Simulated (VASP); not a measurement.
# AlN (F-43m) in VASP: G0W0 quasiparticle levels with PBEsol

Aim: the G0W0 quasiparticle levels of AlN with PBEsol.

All numbers are computed with VASP 6.6.1; they aren't measurements. Logs are shortened: lines on timing, memory, paths and dates and some standing lists are left out, and cuts for length are marked.

## 1. The cell of the first run

The structure is cubic, space group F-43m (No. 216). Conventional cell: a = 4.368 Å, b = 4.368 Å, c = 4.368 Å, α = 90.00°, β = 90.00°, γ = 90.00°. Within 2.5 Å of Al (site symmetry -43m) lie 4 N at 1.89 Å. Within 2.5 Å of N (site symmetry -43m) lie 4 Al at 1.89 Å.

## 2. G0W0 quasiparticle levels, PBEsol

Contents of POSCAR:

```
AlN
1.0
    0.0000000000      2.1839940000      2.1839940000
    2.1839940000      0.0000000000      2.1839940000
    2.1839940000      2.1839940000      0.0000000000
Al N
1 1
Direct
    0.0000000000      0.0000000000      0.0000000000
    0.7500000000      0.7500000000      0.7500000000
```

Contents of INCAR.step1:

```
SYSTEM = AlN
PREC = Accurate ; ENCUT = 500
EDIFF = 1E-8 ; ISMEAR = 0
SIGMA = 0.01 ; LREAL = .FALSE.
LASPH = .TRUE. ; NELM = 60
ALGO = Normal ; LWAVE = .TRUE.
LCHARG = .FALSE. ; GGA = PS
```

Contents of INCAR.step2:

```
SYSTEM = AlN
PREC = Accurate ; ENCUT = 500
EDIFF = 1E-8 ; ISMEAR = 0
SIGMA = 0.01 ; LREAL = .FALSE.
LASPH = .TRUE. ; NELM = 1
ALGO = Exact ; LWAVE = .TRUE.
LCHARG = .FALSE. ; GGA = PS
NBANDS = 64 ; LOPTICS = .TRUE.
ISTART = 1
```

Contents of INCAR.step3:

```
SYSTEM = AlN
PREC = Accurate ; ENCUT = 500
EDIFF = 1E-8 ; ISMEAR = 0
SIGMA = 0.01 ; LREAL = .FALSE.
LASPH = .TRUE. ; ALGO = EVGW0
LWAVE = .FALSE. ; LCHARG = .FALSE.
GGA = PS ; NELMGW = 1
NBANDS = 64 ; ENCUTGW = 80.0
NOMEGA = 48 ; PRECFOCK = Fast
ISTART = 1 ; NBANDSGW = 12
```

Contents of KPOINTS:

```
Automatic mesh
0
G
  4 4 4
  0 0 0
```

Potentials or basis: VASP PAW PBE potentials, release 64 (Al_GW, N_GW).

The run is started by

```
$ cat potpaw_PBE.64/Al_GW/POTCAR potpaw_PBE.64/N_GW/POTCAR > POTCAR
$ cp INCAR.step1 INCAR
$ mpirun -np 1 vasp_std > vasp.out
$ cp INCAR.step2 INCAR
$ mpirun -np 1 vasp_std > vasp.out
$ cp INCAR.step3 INCAR
$ mpirun -np 1 vasp_std > vasp.out
```

OUTCAR:

```text
SYSTEM = AlN
   PREC = Accurate
   ENCUT = 500
   EDIFF = 1E-8
   ISMEAR = 0
   LREAL = .FALSE.
   LASPH = .TRUE.
   GGA = PS
   NELMGW = 1
   ENCUTGW = 80.0
   PRECFOCK = Fast
   ISTART = 1

 ion  position               nearest neighbor table
   1  0.000  0.000  0.000-   2 1.89   2 1.89   2 1.89   2 1.89
   2  0.750  0.750  0.750-   1 1.89   1 1.89   1 1.89   1 1.89

  LATTYP: Found a face centered cubic cell.
 ALAT       =     4.3679880000

  Lattice vectors:

 A1 = (   0.0000000000,   2.1839940000,   2.1839940000)
 A2 = (   2.1839940000,   0.0000000000,   2.1839940000)
 A3 = (   2.1839940000,   2.1839940000,   0.0000000000)

Analysis of symmetry for initial positions (statically):
=====================================================================
 Subroutine PRICEL returns:
 Original cell was already a primitive cell.

 Routine SETGRP: Setting up the symmetry group for a
 face centered cubic supercell.

 Subroutine GETGRP returns: Found 24 space group operations
 (whereof 24 operations were pure point group operations)
 out of a pool of 48 trial point group operations.

The static configuration has the point symmetry T_d .

Analysis of symmetry for dynamics (positions and initial velocities):
=====================================================================
 Subroutine PRICEL returns:
 Original cell was already a primitive cell.

 Routine SETGRP: Setting up the symmetry group for a
 face centered cubic supercell.

 Subroutine GETGRP returns: Found 24 space group operations
 (whereof 24 operations were pure point group operations)
 out of a pool of 48 trial point group operations.

The dynamic configuration has the point symmetry T_d .

 Subroutine INISYM returns: Found 24 space group operations
 (whereof 24 operations are pure point group operations),
 and found     1 'primitive' translations

[... 71 lines left out ...]
   ISPIN  =      1    spin polarized calculation?
   LNONCOLLINEAR =      F non collinear calculations
   LSORBIT =      F    spin-orbit coupling
   LASPH  =      T    aspherical Exc in radial PAW
   ENCUT  =  500.0 eV  36.75 Ry    6.06 a.u.   5.63  5.63  5.63*2*pi/ulx,y,z
   NELM   =     60;   NELMIN=  2; NELMDL=  0     # of ELM steps
   EDIFF  = 0.1E-07   stopping-criterion for ELM
   LREAL  =      F    real-space projection
   EDIFFG = 0.1E-06   stopping-criterion for IOM
   NSW    =      0    number of steps for IOM
   IBRION =     -1    ionic relax: 0-MD 1-quasi-New 2-CG
   NFREE  =      0    steps in history (QN), initial steepest desc. (CG)
   ISIF   =      0    stress and relaxation
   ISYM   =      3    0-nonsym 1-usesym 2-fastsym
   POTIM  = 0.5000    time-step for ionic-motion
   TEBEG  =    0.0;   TEEND  =   0.0 temperature during run
   PSTRESS=    0.0 pullay stress
   NELECT =       8.0000    total number of electrons
   NUPDOWN=      -1.0000    fix difference up-down
   EMIN   =  10.00;   EMAX   =-10.00  energy-range for DOS
   EFERMI =   0.00;   METHOD = LEGACY
   ISMEAR =     0;   SIGMA  =   0.01  broadening in eV -4-tet -1-fermi 0-gaus
   EFERMI_NEDOS =   21; number of points for ismear=-14 and -15
   IALGO  =     38    algorithm
   IMIX   =      4    mixing-type and parameters
     AMIX     =   0.40;   BMIX     =  1.00
     AMIX_MAG =   1.60;   BMIX_MAG =  1.00
  volume/ion in A,a.u.               =      10.42        70.30
  Fermi-wavevector in a.u.,A,eV,Ry     =   1.189899  2.248583 19.263936  1.415859
  Thomas-Fermi vector in A             =   2.325996
   LORBIT       =      0    0 simple, 1 ext, 2 COOP (PROOUT), +10 PAW based schemes
   GGA     = PS    functional components
   LHFCALC =     T    Hartree Fock is set to
   PRECFOCK=fast      Normal, Fast or Accurate (Low or Medium for compatibility)
   ENCUT4O =  -1.0   cutoff for four orbital integrals eV
   NKREDX  =     1    reduce k-point grid by
   NKREDY  =     1    reduce k-point grid by
   NKREDZ  =     1    reduce k-point grid by
   AEXX    =    1.0000 exact exchange contribution
   HFSCREEN=    0.0000 screening length (either q_TF or 0.3 A-1)
   HFSCREENC=   0.0000 screening length for correlation (either q_TF or 0.3 A-1)
   ENCUTFOCK=  -1.0 apply spherical cutoff to Coloumb kernel
   IVDW    =     0    specifies the selected vdW correction
   LEPSILON=     F    determine dielectric tensor
   LRPA    =     F    only Hartree local field effects (RPA)
   LRPAFORCE           =     F    calculate RPA forces
   ENCUTGW             =  80.0    cutoff for response function in eV
   ENCUTGWSOFT         =  64.0    soft cutoff for Coulomb kernel in GW response function in eV
   ENCUTLF             =  -1.0    cutoff for local field effects
   NELMGW              =     1    number of iterations in solving QP/BSE equation
   NELMHF              =     1    number of iterations in the inner HF iteration
   NKREDLFX            =     1    NKREDLFY  =   1   NKREDLFZ  =   1
 non-spin polarized calculation
 Gauss-broadening in eV      SIGMA  =   0.01
  energy-cutoff  :      500.00
  volume of cell :       20.83
 maximum number of plane-waves:       544
 NGX is ok and might be reduce to    24
  NGX = 14; NGY = 14; NGZ = 14
   NGX = 11   NGY = 11   NGZ = 11
 maximum number of plane-waves:        40
 NGX is ok and might be reduce to    10

 QP shifts <psi_nk| G(iteration)W_0 |psi_nk>: iteration 1
 for sc-GW calculations column KS-energies equals QP-energies in previous step
 and V_xc(KS)=  KS-energies - (<T + V_ion + V_H > + <T+V_H+V_ion>^1  + <V_x>^1)

 k-point   1 :       0.0000    0.0000    0.0000
  band No.  KS-energies  QP-energies   sigma(KS)   V_xc(KS)     V^pw_x(r,r')   Z            occupation Imag(sigma)

      1     -10.0877     -11.3701     -16.4946     -14.6860     -24.6592       0.7090       2.0000       1.2914
      2       4.8871       4.2929     -17.4384     -16.6748     -20.8338       0.7782       2.0000       0.1191
      3       4.8871       4.2929     -17.4384     -16.6748     -20.8338       0.7782       2.0000       0.1191
      4       4.8871       4.2929     -17.4384     -16.6748     -20.8338       0.7782       2.0000       0.1191
      5       8.9992       9.8089     -11.6219     -12.6312      -7.7134       0.8023       0.0000      -0.0976
      6      17.3158      18.4281      -9.0560     -10.4551      -4.0256       0.7950       0.0000      -0.1646
      7      17.3158      18.4281      -9.0560     -10.4551      -4.0256       0.7950       0.0000      -0.1646
      8      17.3158      18.4281      -9.0560     -10.4551      -4.0256       0.7950       0.0000      -0.1646
      9      22.4498      23.6297      -9.1244     -10.6209      -3.6847       0.7884       0.0000      -0.3145
     10      22.4498      23.6297      -9.1244     -10.6209      -3.6847       0.7884       0.0000      -0.3145
     11      23.7927      24.5098      -8.9668      -9.8876      -2.5951       0.7788       0.0000      -0.8302
     12      23.7927      24.5098      -8.9668      -9.8876      -2.5951       0.7788       0.0000      -0.8302
[... 100 lines left out ...]
      1      -7.2893      -8.5019     -18.4025     -16.7117     -26.1821       0.7171       2.0000       0.8775
      2       1.0657       0.1156     -15.2715     -14.0033     -19.1841       0.7491       2.0000       0.1943
      3       1.3846       0.4111     -15.2291     -13.9345     -19.0250       0.7520       2.0000       0.1793
      4       2.1306       1.2374     -14.9258     -13.7604     -18.3017       0.7664       2.0000       0.1486
      5      10.8153      11.7096     -10.8542     -11.9818      -6.9036       0.7931       0.0000      -0.1068
      6      16.1459      17.2986     -10.6930     -12.1583      -5.8810       0.7866       0.0000      -0.1597
      7      16.7340      17.6831      -9.4071     -10.6163      -4.0500       0.7849       0.0000      -0.2291
      8      17.0023      18.5072     -11.7799     -13.7289      -6.6422       0.7722       0.0000      -0.1887
      9      21.9960      23.1623      -9.8729     -11.4235      -3.5364       0.7522       0.0000      -0.4655
     10      23.6261      24.6502      -9.5810     -10.9106      -3.3776       0.7702       0.0000      -0.5562
     11      29.7956      31.5071     -10.8022     -13.0242      -4.1021       0.7702       0.0000      -0.8959
     12      30.1266      31.5215     -10.4659     -12.2071      -4.0430       0.8012       0.0000      -1.0749
```

OUTCAR.step1:

```text
SYSTEM = AlN
   PREC = Accurate
   ENCUT = 500
   EDIFF = 1E-8
   ISMEAR = 0
   LREAL = .FALSE.
   LASPH = .TRUE.
[... 290 lines left out ...]
      0.00000      0.00000      0.00000        -0.000000     -0.000000      0.000000
      3.27599      3.27599      3.27599         0.000000      0.000000     -0.000000
 -----------------------------------------------------------------------------------
    total drift:                                0.000000      0.000000      0.000000

  FREE ENERGIE OF THE ION-ELECTRON SYSTEM (eV)
  ---------------------------------------------------
  free  energy   TOTEN  =       -15.6022354364 eV

  energy  without entropy=      -15.6022354364  energy(sigma->0) =      -15.60223544
```

OUTCAR.step2:

```text
SYSTEM = AlN
   PREC = Accurate
   ENCUT = 500
   EDIFF = 1E-8
[... 690 lines left out ...]
  --------------------------------------------------------------------------------------------------------------
     0.00000     5.58738     5.58738     5.58738    -0.00000    -0.00000    -0.00000
     1.46973     5.79994     5.79994     5.79994    -0.00000    -0.00000    -0.00000
     2.93947     6.73944     6.73944     6.73944    -0.00000    -0.00000    -0.00000
     4.40920     5.90190     5.90190     5.90190    -0.00000    -0.00000    -0.00000
     5.87893     9.18230     9.18230     9.18230    -0.00000    -0.00000     0.00000
     7.34867    -3.55084    -3.55084    -3.55084     0.00000     0.00000    -0.00000
[... 92 lines left out ...]
   144.03390     0.97341     0.97341     0.97341    -0.00000     0.00000     0.00000
   145.50363     0.97399     0.97399     0.97399    -0.00000     0.00000     0.00000
```

Wall time 14 s (1 thread of Intel Xeon 6975P-C (Granite Rapids), shared host); peak memory 0.19 GiB.

Results:

```yaml
Band_gap_on_the_k_mesh_mean-field_level: 3.16 eV, indirect (least direct gap 4.11 eV)
Quasiparticle_gap: 4.35 eV
Least_direct_quasiparticle_gap: 5.52 eV
```

Caveat: the k points lie up to 0.62 Å⁻¹ apart; bands, screening cutoff and mesh are small and nothing is extrapolated, so the quasiparticle values aren't converged. A k mesh can miss the band edges.
